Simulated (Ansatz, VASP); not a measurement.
## Two plane-wave programs on HfO2

INCAR

```
SYSTEM = HfO2
  PREC = Accurate
  ENCUT = 520
  EDIFF = 1E-7
  ISMEAR = 0
  SIGMA = 0.05
  LREAL = .FALSE.
  LASPH = .TRUE.
  NELM = 100
  ALGO = Normal
  ISIF = 2
  LWAVE = .FALSE.
  LCHARG = .FALSE.
  GGA = PE
  NBANDS = 56
```

Contents of KPOINTS:

```
Automatic mesh
0
G
  6 6 2
  0 0 0
```

File POSCAR:

```
HfO2
1.0
   -3.6043047991      0.0000000000      0.0000000000
    0.0000000000     -3.6043047991      0.0000000000
    0.0000000000     -0.3604304799     10.5279346079
Hf O
4 8
Direct
    0.5000000000      0.4798300000      0.2017000000
    0.5000000000      0.4298300000      0.7017000000
    1.0000000000      0.9548300000      0.4517000000
    1.0000000000      0.9048300000      0.9517000000
    0.0000000000      0.4701673953      0.2983260466
    0.0000000000      0.4201673953      0.7983260466
    0.5000000000     -0.0355073953      0.3550739534
    0.5000000000     -0.0855073953      0.8550739534
    0.5000000000     -0.0105073953      0.1050739534
    0.5000000000     -0.0605073953      0.6050739534
    0.0000000000      0.4951673953      0.0483260466
    0.0000000000      0.4451673953      0.5483260466
```

Input for Ansatz:

```yaml
crystal:
  lattice:
    - [-3.6043047991, 0.0, 0.0]
    - [0.0, -3.6043047991, 0.0]
    - [0.0, -0.3604304799, 10.5279346079]
  atoms:
    - { symbol: Hf, position: [0.5, 0.47983, 0.2017] }
    - { symbol: Hf, position: [0.5, 0.42983, 0.7017] }
    - { symbol: Hf, position: [1.0, 0.95483, 0.4517] }
    - { symbol: Hf, position: [1.0, 0.90483, 0.9517] }
    - { symbol: O, position: [0.0, 0.4701673953, 0.2983260466] }
    - { symbol: O, position: [0.0, 0.4201673953, 0.7983260466] }
    - { symbol: O, position: [0.5, -0.0355073953, 0.3550739534] }
    - { symbol: O, position: [0.5, -0.0855073953, 0.8550739534] }
    - { symbol: O, position: [0.5, -0.0105073953, 0.1050739534] }
    - { symbol: O, position: [0.5, -0.0605073953, 0.6050739534] }
    - { symbol: O, position: [0.0, 0.4951673953, 0.0483260466] }
    - { symbol: O, position: [0.0, 0.4451673953, 0.5483260466] }
basis:
  ecutwfc: 420
kpoints:
  mp_grid: { grid: [6, 6, 2] }
hamiltonian:
  xc: pbe
scf:
  occupations: { method: gaussian, width: 0.05 }
output:
  forces: true
  stress: true
  eigenvalues: true
```

Alike in both runs: task single point; functional PBE; k mesh 6 × 6 × 2; occupations gaussian, width 0.05 eV; no spin polarisation.

|  | VASP | Ansatz |
| --- | --- | --- |
| version | VASP 6.6.1 | Ansatz 0.2.0 |
| potentials or method | VASP PAW PBE potentials, release 64 (Hf_pv, O), cutoff 520 eV | scalar-relativistic, plane waves, PAW |
| valence electrons in the cell | 88 | 152 |

```tsv
	VASP	Ansatz	Ansatz less VASP
gap on the k mesh at the Fermi level (eV)	4.54	4.56	+0.017
least direct gap on the mesh (eV)	4.54	4.56	+0.017
pressure (GPa)	1.4	4.5	+3.05
traceless stress, the component that is largest in VASP (GPa)	8.38	8.45	+0.069
rms of the force components (eV/Å)	1.581	1.590	+0.0098
```

Atom by atom the forces differ by 0.026 eV/Å (rms over components). The functional is the same, so the differences come from potentials, cutoffs and numerics. VASP's potentials hold 88 valence electrons a cell and Ansatz's 152, so a difference there can come from the potentials and not from the codes.

Neither program's run includes spin-orbit coupling.
